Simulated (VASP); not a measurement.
Here is a VASP 6.6.1 calculation.

File INCAR:

```
SYSTEM = Ti3Al
ALGO = Fast ; EDIFF = 1E-6
ENCUT = 520 ; GGA = PS
ISIF = 2 ; ISMEAR = 0
LASPH = .True. ; LCHARG = .True.
LELF = .True. ; LREAL = .False.
LVHAR = .True. ; LWAVE = .False.
NBANDS = 28 ; NELM = 100
PREC = Accurate ; SIGMA = 0.1
```

File KPOINTS:

```
k-points
0
Gamma
  18 18 6
  0 0 0
```

The input POSCAR:

```
Ti3Al
1.0
    2.8953889943      0.0000000000      0.0000000000
   -1.4476944972      2.5074804229      0.0000000000
    0.0000000000      0.0000000000      9.1383221274
Ti Al
3 1
Direct
    0.6666666667      0.3333333333      0.0000000000
    0.3333333333      0.6666666667      0.7511775950
    0.3333333333      0.6666666667      0.2488224050
    0.6666666667      0.3333333333      0.5000000000
```

Potentials or basis: VASP PAW PBE potentials, release 64 (Ti_sv, Al).

Command:

```bash
$ cat potpaw_PBE.64/Ti_sv/POTCAR potpaw_PBE.64/Al/POTCAR > POTCAR
$ mpirun -np 1 vasp_std > vasp.out
```

Q: Predict the pressure.

A: -0.1 GPa.

Q: What does it give for the largest force?

A: 0.013 eV/Å.

Stress tensor (GPa, compression positive):
```
-0.13  0.00  0.00
 0.00 -0.13  0.00
 0.00  0.00 -0.04
```

Caveat: the PAW data sets were made with another functional, which shifts forces and pressure a little.
